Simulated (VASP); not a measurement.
A run of VASP 6.6.1 is set up as follows.

Contents of INCAR:

```
ALGO     = All            # electronic algorithm
EDIFF    = 1E-6           # SCF threshold, eV
ENCUT    = 690            # plane-wave cutoff, eV
GGA      = PS             # functional
GGA_COMPAT= False        
ISEARCH  = 1            
ISIF     = 2              # what is computed and relaxed
ISMEAR   = -1             # smearing method
KPAR     = 4            
LASPH    = True           # aspherical terms in the spheres
LCHARG   = True           # write CHGCAR
LMAXMIX  = 6              # l up to which the mixer works
LREAL    = False          # projectors in reciprocal space
LVHAR    = True         
LWAVE    = False          # write WAVECAR
NBANDS   = 17             # bands
NELM     = 300            # most SCF steps
PREC     = Accurate       # precision mode
SIGMA    = 0.13605693000000002 # smearing width, eV
```

Contents of KPOINTS:

```
k-points
0
Gamma
  12 12 12
```

File POSCAR:

```
Er
1.0
   -1.9922407694      1.9922407694      1.9922407694
    1.9922407694     -1.9922407694      1.9922407694
    1.9922407694      1.9922407694     -1.9922407694
Er
1
Direct
    0.0000000000      0.0000000000      0.0000000000
```

Potentials or basis: VASP PAW PBE potentials, release 64 (Er).

The run is started by

```bash
$ cat potpaw_PBE.64/Er/POTCAR > POTCAR
$ mpirun -np 4 vasp_std > vasp.out
```

Q: Predict the band gap on the k mesh.

A: Zero (bands 11 and 12 overlap by 0.05 eV).

Q: Estimate the pressure.

A: -0.2 GPa.

Caveat: the PAW data sets were made with another functional, which shifts forces and pressure a little; spin-orbit coupling is left out, which moves the levels of the heavy elements; semilocal functionals describe open f shells poorly, which spoils levels, moments and volumes. Spin polarisation is off, so any magnetic state and its effect on volume and gap are missing.
